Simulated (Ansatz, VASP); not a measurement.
TiO2 in VASP and in Ansatz

Contents of POSCAR:

```
TiO2
1.0
    4.5969450479      0.0000000000      0.0000000000
    0.0000000000      4.5969450479      0.0000000000
    0.0000000000      0.0000000000      2.9535430796
Ti O
2 4
Direct
    0.0000000000      0.0000000000      0.0000000000
    0.5000000000      0.5000000000      0.5000000000
    0.3046314516      0.3046314516      0.0000000000
    0.1953685484      0.8046314516      0.5000000000
    0.6953685484      0.6953685484      0.0000000000
    0.8046314516      0.1953685484      0.5000000000
```

The input INCAR.step1:

```
ALGO = Normal ; EDIFF = 1E-4
ENCUT = 520 ; GGA = PE
ISMEAR = 0 ; LASPH = True
LCHARG = False ; LREAL = False
LWAVE = True ; NBANDS = 33
NELM = 60 ; PREC = Accurate
SIGMA = 0.02
```

File INCAR.step2:

```
ALGO = Normal ; EDIFF = 1E-6
ENCUT = 520 ; ISIF = 2
ISMEAR = 0 ; ISTART = 1
LASPH = True ; LCHARG = True
LELF = True ; LMIXTAU = True
LREAL = False ; LVHAR = True
LWAVE = False ; METAGGA = R2SCAN
NBANDS = 33 ; NELM = 60
PREC = Accurate ; SIGMA = 0.02
```

The input KPOINTS:

```
k-points
0
Gamma
  6 6 10
```

Input for Ansatz:

```yaml
crystal:
  lattice:
    - [4.5969450479, 0.0, 0.0]
    - [0.0, 4.5969450479, 0.0]
    - [0.0, 0.0, 2.9535430796]
  atoms:
    - { symbol: Ti, position: [0.0, 0.0, 0.0] }
    - { symbol: Ti, position: [0.5, 0.5, 0.5] }
    - { symbol: O, position: [0.3046314516, 0.3046314516, 0.0] }
    - { symbol: O, position: [0.1953685484, 0.8046314516, 0.5] }
    - { symbol: O, position: [0.6953685484, 0.6953685484, 0.0] }
    - { symbol: O, position: [0.8046314516, 0.1953685484, 0.5] }
basis:
  ecutwfc: 500
kpoints:
  mp_grid: { grid: [6, 6, 10] }
  band_path: { path: [VBM, CBM], npoints: 2 }
hamiltonian:
  xc: r2scan
scf:
  occupations: { method: gaussian, width: 0.02 }
output:
  forces: false
  stress: false
  eigenvalues: true
checkpoint:
  read: start.run
  write: ck
  compress: false
  write_wavefunctions: false
  write_every: 100000
```

Alike in both runs: task single point; functional r2SCAN; k mesh 6 × 6 × 10; occupations gaussian, width 0.02 eV; no spin polarisation.

```csv
,VASP,Ansatz
version,VASP 6.6.1,Ansatz 0.2.0
potentials or method,"VASP PAW PBE potentials, release 64 (Ti_sv, O), cutoff 520 eV","scalar-relativistic, plane waves, PAW"
valence electrons in the cell,48,48
```

Ansatz gave:

| Quantity | Value |
| --- | --- |
| gap on the k mesh at the Fermi level (eV) | 2.22 |
| least direct gap on the mesh (eV) | 2.22 |

Q: What did VASP give for the same quantities?

A: gap on the k mesh at the Fermi level (eV): 2.23; least direct gap on the mesh (eV): 2.23.

VASP's potentials were made for PBE, not for r2SCAN.
